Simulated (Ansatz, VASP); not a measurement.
**One calculation of FeO, two programs**

The input INCAR:

```
SYSTEM = FeO
  PREC = Accurate
  ENCUT = 600
  EDIFF = 1E-6
  ISMEAR = 0
  SIGMA = 0.15
  LREAL = .False.
  LASPH = .True.
  NELM = 200
  ALGO = Normal
  ISIF = 2
  LWAVE = .False.
  LCHARG = .True.
  ISPIN = 2
  MAGMOM = 3.79 0.35
  LORBIT = 11
  LMAXMIX = 4
  GGA = PE
  LELF = .True.
  LVHAR = .True.
  NBANDS = 18
  GGA_COMPAT = .False.
```

Contents of KPOINTS:

```
regular mesh
0
Gamma
  20 20 20
  0 0 0
```

POSCAR

```
FeO
1.0
    0.0000000000      2.3278320000      2.0691840000
    2.3278320000      0.0000000000      2.0691840000
    2.3278320000      2.3278320000      0.0000000000
Fe O
1 1
Direct
    0.0000000000      0.0000000000      0.0000000000
    0.5000000000      0.5000000000      0.5000000000
```

Input for Ansatz:

```yaml
crystal:
  lattice:
    - [0.0, 2.327832, 2.069184]
    - [2.327832, 0.0, 2.069184]
    - [2.327832, 2.327832, 0.0]
  atoms:
    - { symbol: Fe, position: [0.0, 0.0, 0.0], spin: 3.79 }
    - { symbol: O, position: [0.5, 0.5, 0.5], spin: 0.35 }
basis:
  ecutwfc: 420
kpoints:
  mp_grid: { grid: [20, 20, 20] }
hamiltonian:
  xc: pbe
scf:
  occupations: { method: gaussian, width: 0.15 }
output:
  forces: true
  stress: true
  eigenvalues: true
  populations: true
magnetization:
  spin_polarized: true
```

Change from the starting cell: strain +0.080 along x and y, -0.040 along z, atoms carried along.

Alike in both runs: task single point; functional PBE; k mesh 20 × 20 × 20; occupations gaussian, width 0.15 eV; collinear spin.

|  | VASP | Ansatz |
| --- | --- | --- |
| version | VASP 6.6.1 | Ansatz 0.2.0 |
| potentials or method | VASP PAW PBE potentials, release 64 (Fe, O), cutoff 600 eV | scalar-relativistic, plane waves, PAW |
| valence electrons in the cell | 14 | 22 |

|  | VASP | Ansatz | Ansatz less VASP |
| --- | --- | --- | --- |
| gap on the k mesh at the Fermi level (eV) | none | none | - |
| pressure (GPa) | -13.1 | -12.9 | +0.21 |
| traceless stress, the component that is largest in VASP (GPa) | 1.88 | 1.49 | -0.392 |
| net moment per atom (μB) | 2.00 | 2.00 | +0.001 |
| size of the moment on the site where the two differ most (μB) | 3.61 | 3.38 | -0.232 |

Site moments also hang on the region over which each program counts them. A gap of «none» marks a metal or a gap that the smearing closes. VASP's potentials hold 14 valence electrons a cell and Ansatz's 22, so a difference there can come from the potentials and not from the codes.
